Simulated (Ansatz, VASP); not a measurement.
InP in VASP and in Ansatz

```
In P
1.0
     2.93890    2.93890    0.00000
    -2.93890    2.93890    0.00000
     0.00000    2.93890    2.96967
In P
1 1
Direct
  0.00000 0.00000 0.00000
  0.75000 0.25000 0.50000
```

Change from the starting cell: film at in-plane strain -0.005.

Alike in both runs: task single point; functional r2SCAN; k mesh 8 × 8 × 8; no spin polarisation.

|  | VASP | Ansatz |
| --- | --- | --- |
| version | VASP 6.6.1 | Ansatz 0.2.0 |
| potentials or method | VASP PAW PBE potentials, release 64 (In_d, P) | PAW with Ansatz's default frozen-core files, scalar-relativistic |
| plane-wave cutoff (eV) | 520 | 500 |
| occupations | gaussian, width 0.01 eV | fixed |
| valence electrons in the cell | 18 | 18 |

|  | VASP | Ansatz | Ansatz less VASP |
| --- | --- | --- | --- |
| gap on the k mesh at the Fermi level (eV) | 1.04 | 1.04 | -0.004 |
| pressure (GPa) | 0.2 | 0.3 | +0.11 |
| traceless stress, the component that is largest in VASP (GPa) | -0.32 | -0.32 | +0.003 |

VASP's potentials were made for PBE, not for r2SCAN.
